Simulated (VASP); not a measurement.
# Hg (P6/mmm) in VASP: relaxation of cell and atoms with PBE

Aim: the relaxation of cell and atoms of Hg with PBE.

Program: VASP 6.6.1. These are calculated values, not measurements. Logs are shortened: lines on timing, memory, paths and dates and some standing lists are left out, and cuts for length are marked.

**1. The cell of the first run**

Symmetry: P6/mmm, No. 191, hexagonal system. The conventional cell has a = 5.486 Å, b = 5.486 Å, c = 3.401 Å, α = 90.00°, β = 90.00°, γ = 120.00°. Hg (site symmetry 6/mmm) has 14 Hg at 3.40 to 3.60 Å within 4.5 Å. Within 4.2 Å of Hg (site symmetry -6m2) lie 11 Hg at 3.17 to 3.60 Å.

**2. Relaxation of cell and atoms, PBE**

The input, INCAR:

```
PREC = Accurate
ENCUT = 550
EDIFF = 1E-7
ISMEAR = -1
SIGMA = 0.05
LREAL = F
LASPH = T
NELM = 120
ALGO = Normal
ISIF = 3
LWAVE = F
LCHARG = F
GGA = PE
IBRION = 2
NSW = 60
EDIFFG = -0.005
GGA_COMPAT = F
NELMIN = 4
```

The input, KPOINTS:

```
Automatic mesh
0
Gamma
  7 7 10
```

The input, POSCAR:

```
Hg
1.0
    5.4859537206      0.0000000000      0.0000000000
   -2.7429768603      4.7509752860      0.0000000000
    0.0000000000      0.0000000000      3.4012913068
Hg
3
Direct
    0.0000000000      0.0000000000      0.0000000000
    0.3333333333      0.6666666667      0.5000000000
    0.6666666667      0.3333333333      0.5000000000
```

Potentials or basis: VASP PAW PBE potentials, release 64 (Hg_sv_GW).

On the command line:

```sh
cat potpaw_PBE.64/Hg_sv_GW/POTCAR > POTCAR
mpirun -np 1 vasp_std > vasp.out
```

OUTCAR:

```text
PREC = Accurate
   ENCUT = 550
   EDIFF = 1E-7
   ISMEAR = -1
   LREAL = F
   LASPH = T
   NELM = 120
   ISIF = 3
   GGA = PE
   IBRION = 2
   NSW = 60
   EDIFFG = -0.005
   NELMIN = 4

 ion  position               nearest neighbor table
   1  0.000  0.000  0.000-
   2  0.333  0.667  0.500-   3 3.17   3 3.17   3 3.17
   3  0.667  0.333  0.500-   2 3.17   2 3.17   2 3.17

  LATTYP: Found a hexagonal cell.
 ALAT       =     5.4859537206
 C/A-ratio  =     0.6200000000

  Lattice vectors:

 A1 = (   5.4859537206,   0.0000000000,   0.0000000000)
 A2 = (  -2.7429768603,   4.7509752860,   0.0000000000)
 A3 = (   0.0000000000,   0.0000000000,   3.4012913068)

Analysis of symmetry for initial positions (statically):
=====================================================================
 Subroutine PRICEL returns:
 Original cell was already a primitive cell.

 Routine SETGRP: Setting up the symmetry group for a
 hexagonal supercell.

 Subroutine GETGRP returns: Found 24 space group operations
 (whereof 24 operations were pure point group operations)
 out of a pool of 24 trial point group operations.

The static configuration has the point symmetry D_6h.

Analysis of symmetry for dynamics (positions and initial velocities):
=====================================================================
 Subroutine PRICEL returns:
 Original cell was already a primitive cell.

 Routine SETGRP: Setting up the symmetry group for a
 hexagonal supercell.

 Subroutine GETGRP returns: Found 24 space group operations
 (whereof 24 operations were pure point group operations)
 out of a pool of 24 trial point group operations.

The dynamic configuration has the point symmetry D_6h.

 Subroutine INISYM returns: Found 24 space group operations
 (whereof 24 operations are pure point group operations),
 and found     1 'primitive' translations

----------------------------------------------------------------------------------------

                                     Primitive cell

  volume of cell :      88.6500

  direct lattice vectors                    reciprocal lattice vectors
     5.485953721  0.000000000  0.000000000     0.182283711  0.105241549  0.000000000
    -2.742976860  4.750975286  0.000000000     0.000000000  0.210483099  0.000000000
     0.000000000  0.000000000  3.401291307     0.000000000  0.000000000  0.294005985

  length of vectors
     5.485953721  5.485953721  3.401291307     0.210483099  0.210483099  0.294005985

  position of ions in fractional coordinates (direct lattice)
     0.000000000  0.000000000  0.000000000
     0.333333333  0.666666667  0.500000000
     0.666666667  0.333333333  0.500000000

  ion indices of the primitive-cell ions
   primitive index   ion index
                 1           1
                 2           2
                 3           3

----------------------------------------------------------------------------------------

 KPOINTS: Automatic mesh

Automatic generation of k-mesh.
 Grid dimensions read from file:
 generate k-points for:    7    7   10

 Generating k-lattice:

  Cartesian coordinates                     Fractional coordinates (reciprocal lattice)
     0.026040530  0.015034507  0.000000000     0.142857143 -0.000000000  0.000000000
     0.000000000  0.030069014  0.000000000     0.000000000  0.142857143  0.000000000
     0.000000000  0.000000000  0.029400598     0.000000000  0.000000000  0.100000000

  Length of vectors
     0.030069014  0.030069014  0.029400598

  Shift w.r.t. Gamma in fractional coordinates (k-lattice)
     0.000000000  0.000000000  0.000000000

 Subroutine IBZKPT returns following result:
 ===========================================

 Found     48 irreducible k-points:

 Following reciprocal coordinates:
            Coordinates               Weight
  0.000000  0.000000  0.000000      1.000000
  0.142857  0.000000  0.000000      6.000000
  0.285714 -0.000000  0.000000      6.000000
  0.428571  0.000000  0.000000      6.000000
  0.142857  0.142857  0.000000      6.000000
  0.285714  0.142857  0.000000     12.000000
[... 16 lines left out ...]
  0.428571  0.142857  0.200000     12.000000
  0.285714  0.285714  0.200000     12.000000
 [... further k-points ...]
   k-points           NKPTS =     48   k-points in BZ     NKDIM =     48   number of bands    NBANDS=     36
   number of dos      NEDOS =    301   number of ions     NIONS =      3
   total plane-waves  NPLWV =  49392
   dimension x,y,z NGX =    42 NGY =   42 NGZ =   28
   dimension x,y,z NGXF=    84 NGYF=   84 NGZF=   56
   ions per type =               3
   NGX,Y,Z   is equivalent  to a cutoff of  12.73, 12.73, 13.69 a.u.
   NGXF,Y,Z  is equivalent  to a cutoff of  25.46, 25.46, 27.37 a.u.
 SYSTEM =  unknown system
   PREC   = accura    normal or accurate (medium, high low for compatibility)
   ISTART =      0    job   : 0-new  1-cont  2-samecut
   ICHARG =      2    charge: 1-file 2-atom 10-const
   ISPIN  =      1    spin polarized calculation?
   LNONCOLLINEAR =      F non collinear calculations
   LSORBIT =      F    spin-orbit coupling
   LASPH  =      T    aspherical Exc in radial PAW
   ENCUT  =  550.0 eV  40.42 Ry    6.36 a.u.  10.49 10.49  6.50*2*pi/ulx,y,z
   NELM   =    120;   NELMIN=  4; NELMDL= -5     # of ELM steps
   EDIFF  = 0.1E-06   stopping-criterion for ELM
   LREAL  =      F    real-space projection
   EDIFFG = -.5E-02   stopping-criterion for IOM
   NSW    =     60    number of steps for IOM
   IBRION =      2    ionic relax: 0-MD 1-quasi-New 2-CG
   NFREE  =      1    steps in history (QN), initial steepest desc. (CG)
   ISIF   =      3    stress and relaxation
   ISYM   =      2    0-nonsym 1-usesym 2-fastsym
   POTIM  = 0.5000    time-step for ionic-motion
   TEBEG  =    0.0;   TEEND  =   0.0 temperature during run
   PSTRESS=    0.0 pullay stress
   NELECT =      60.0000    total number of electrons
   NUPDOWN=      -1.0000    fix difference up-down
   EMIN   =  10.00;   EMAX   =-10.00  energy-range for DOS
   EFERMI =   0.00;   METHOD = LEGACY
   ISMEAR =    -1;   SIGMA  =   0.05  broadening in eV -4-tet -1-fermi 0-gaus
   EFERMI_NEDOS =   21; number of points for ismear=-14 and -15
   IALGO  =     38    algorithm
   IMIX   =      4    mixing-type and parameters
     AMIX     =   0.40;   BMIX     =  1.00
     AMIX_MAG =   1.60;   BMIX_MAG =  1.00
  volume/ion in A,a.u.               =      29.55       199.41
  Fermi-wavevector in a.u.,A,eV,Ry     =   1.437360  2.716217 28.109702  2.066005
  Thomas-Fermi vector in A             =   2.556447
   LORBIT       =      0    0 simple, 1 ext, 2 COOP (PROOUT), +10 PAW based schemes
   GGA     = PE    functional components
   LHFCALC =     F    Hartree Fock is set to
   AEXX    =    0.0000 exact exchange contribution
   IVDW    =     0    specifies the selected vdW correction
   LEPSILON=     F    determine dielectric tensor
   LRPA    =     F    only Hartree local field effects (RPA)
 conjugate gradient relaxation of ions
 non-spin polarized calculation
  energy-cutoff  :      550.00
  volume of cell :       88.65
 maximum number of plane-waves:      2629
 NGX is ok and might be reduce to    42
   NGX = 21   NGY = 21   NGZ = 13

--------------------------------------- Ionic step        1  -------------------------------------------

 number of electron      59.9999984 magnetization

 Free energy of the ion-electron system (eV)
  ---------------------------------------------------
  ext. energy  EPLUGINS =         0.00000000
  ---------------------------------------------------
  free energy    TOTEN  =        -0.57065261 eV

  energy without entropy =       -0.56626613  energy(sigma->0) =       -0.56845937

------------------------ aborting loop because EDIFF is reached ----------------------------------------

  FORCE on cell =-STRESS in cart. coord.  units (eV):
  Direction    XX          YY          ZZ          XY          YZ          ZX
  --------------------------------------------------------------------------------------
  -------------------------------------------------------------------------------------
  Total        0.0078793      0.0078793     -0.3957808      0.0000000     -0.0000000      0.0000000
  in kB        0.1424027      0.1424027     -7.1529730      0.0000000     -0.0000000      0.0000000
  external PRESSURE =      -2.2893892 kB  Pullay stress =       0.0000000 kB

 VOLUME and BASIS-vectors are now :
 -----------------------------------------------------------------------------
  energy-cutoff  :      550.00
  volume of cell :       88.65
      direct lattice vectors                 reciprocal lattice vectors
     5.485953721  0.000000000  0.000000000     0.182283711  0.105241549  0.000000000
    -2.742976860  4.750975286  0.000000000     0.000000000  0.210483099  0.000000000
     0.000000000  0.000000000  3.401291307     0.000000000  0.000000000  0.294005985
[... 260 lines left out ...]
 POSITION                                       TOTAL-FORCE (eV/Angst)
 -----------------------------------------------------------------------------------
      0.00000      0.00000      0.00000        -0.000000     -0.000000     -0.000000
     -0.00000      3.19413      1.63852         0.000000     -0.000000      0.000000
      2.76620      1.59707      1.63852         0.000000      0.000000     -0.000000
 -----------------------------------------------------------------------------------
    total drift:                               -0.000000      0.000000     -0.000000

  FREE ENERGIE OF THE ION-ELECTRON SYSTEM (eV)
  ---------------------------------------------------
  free  energy   TOTEN  =        -0.5781984947 eV

  energy  without entropy=       -0.5748599666  energy(sigma->0) =       -0.57652923

--------------------------------------- Ionic step        9  -------------------------------------------

 number of electron      59.9999989 magnetization

 Free energy of the ion-electron system (eV)
  ---------------------------------------------------
  ext. energy  EPLUGINS =         0.00000000
  ---------------------------------------------------
  free energy    TOTEN  =        -0.57822014 eV

  energy without entropy =       -0.57490651  energy(sigma->0) =       -0.57656333

 E-fermi :   3.9888     XC(G=0): -10.1148

 val. band max:        3.9152224753   @ k =   0.0000   0.0000   0.3000
 cond. band min:       4.0590561566   @ k =   0.4286   0.1429   0.5000
 fundamental gap:      0.1438336813
 Fermi energy:         3.9887657603

 k-point     1 :       0.0000    0.0000    0.0000
  band No.  band energies     occupation
      1    -110.5672      2.00000
      2    -110.5666      2.00000
      3    -110.4241      2.00000
      4     -58.9146      2.00000
      5     -58.9146      2.00000
      6     -58.9027      2.00000
[... 925 lines left out ...]
     35      10.7142      0.00000
     36      11.2726      0.00000

 [... further k-points ...]

------------------------ aborting loop because EDIFF is reached ----------------------------------------

  FORCE on cell =-STRESS in cart. coord.  units (eV):
  Direction    XX          YY          ZZ          XY          YZ          ZX
  --------------------------------------------------------------------------------------
  -------------------------------------------------------------------------------------
  Total        0.0022982      0.0022982      0.0128334      0.0000000      0.0000000     -0.0000000
  in kB        0.0423436      0.0423436      0.2364504      0.0000000      0.0000000     -0.0000000
  external PRESSURE =       0.1070458 kB  Pullay stress =       0.0000000 kB

 VOLUME and BASIS-vectors are now :
 -----------------------------------------------------------------------------
  energy-cutoff  :      550.00
  volume of cell :       86.96
      direct lattice vectors                 reciprocal lattice vectors
     5.532545909  0.000000000  0.000000000     0.180748613  0.104355260 -0.000000000
    -2.766272955  4.791325305 -0.000000000    -0.000000000  0.208710521  0.000000000
     0.000000000 -0.000000000  3.280444709    -0.000000000  0.000000000  0.304836718

 POSITION                                       TOTAL-FORCE (eV/Angst)
 -----------------------------------------------------------------------------------
      2.76627      4.79133      3.28044        -0.000000      0.000000      0.000000
     -0.00000      3.19422      1.64022         0.000000     -0.000000      0.000000
      2.76627      1.59711      1.64022        -0.000000      0.000000     -0.000000
 -----------------------------------------------------------------------------------
    total drift:                                0.000000      0.000000     -0.000000

  FREE ENERGIE OF THE ION-ELECTRON SYSTEM (eV)
  ---------------------------------------------------
  free  energy   TOTEN  =        -0.5782201435 eV

  energy  without entropy=       -0.5749065102  energy(sigma->0) =       -0.57656333

 reached required accuracy - stopping structural energy minimisation
```

Run time: 8.1 min. Hardware: 1 thread of AMD EPYC 9R45 (Zen 5), shared host; peak memory 0.3 GiB.

Results:

```yaml
Free_energy: -0.5782 eV
Relaxed_volume: 28.99 Å³/atom
Relaxed_cell: a = 5.533 Å, b = 5.533 Å, c = 3.280 Å, α = 90.00°, β = 90.00°, γ = 120.00°
Space_group_after_relaxing_to_0.1_Å: P6/mmm (No. 191)
Energy_gained_by_relaxing: 2.5 meV/atom
Ionic_steps: 9
Pressure_after_relaxing: 0.0 GPa
Band_gap_on_the_k_mesh: zero (bands 30 and 31 overlap by 2.31 eV)
```

The path:
| step | energy change (eV) | largest force (eV/Å) | pressure (GPa) | volume (Å³) |
| --- | --- | --- | --- | --- |
| 1 | 0.0000 | 0.0000 | -0.23 | 88.65 |
| 2 | -0.0023 | 0.0000 | -0.16 | 88.11 |
| 3 | -0.0063 | 0.0000 | 0.11 | 86.48 |
| 4 | -0.0064 | 0.0000 | 0.20 | 86.01 |
| 5 | -0.0073 | 0.0000 | 0.10 | 86.49 |
| 6 | -0.0075 | 0.0000 | 0.02 | 86.90 |
| 7 | -0.0075 | 0.0000 | 0.03 | 86.85 |
| 8 | -0.0075 | 0.0000 | 0.02 | 86.86 |
| 9 | -0.0076 | 0.0000 | 0.01 | 86.96 |

Final structure:
```
Hg
1.0
     5.53255    0.00000    0.00000
    -2.76627    4.79133    0.00000
     0.00000    0.00000    3.28044
Hg
3
Direct
  0.00000 0.00000 0.00000
  0.33333 0.66667 0.50000
  0.66667 0.33333 0.50000
```

Caveat: spin-orbit coupling is left out, which moves the levels of the heavy elements.

The gap in the log of VASP goes by the Fermi energy; the results here count the filled bands.